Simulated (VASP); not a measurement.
Si12HO24 (a cell with a defect), 74 atoms in the cell. The cell holds a defect, 74 atoms: a = 9.832 Å, b = 9.832 Å, c = 10.818 Å, α = 90.00°, β = 90.00°, γ = 120.00°. 

```yaml
Program: VASP 6.6.1
Task: single point
Functional: PBE
Dispersion: D3(BJ)
Potentials_or_basis: VASP PAW PBE potentials, release 64 (Si, O, H)
Cutoff: 520 eV
k_mesh: 1 × 1 × 1
Occupations: gaussian, width 0.02 eV
Spin: no spin polarisation
Dipole_correction: no
Further_INCAR_settings: LREAL = Auto; ALGO = Normal; EDIFF = 1e-06; NBANDS = 236
```

Potentials or basis: VASP PAW PBE potentials, release 64 (Si, O, H).

Command:

```sh
$ cat potpaw_PBE.64/Si/POTCAR potpaw_PBE.64/O/POTCAR potpaw_PBE.64/H/POTCAR > POTCAR
$ mpirun -np 1 vasp_gam > vasp.out
```

Hardware: 1 thread of Intel(R) Xeon(R) Platinum 8375C CPU @ 2.90GHz (Ice Lake) (shared host).

**Question.** Estimate the wall time of this run.

**Answer.** It took 5.2 min on 1 thread of Intel(R) Xeon(R) Platinum 8375C CPU @ 2.90GHz (Ice Lake), with other jobs on the host, peak memory 0.93 GiB. Counts: scf iterations 16, k points 1.
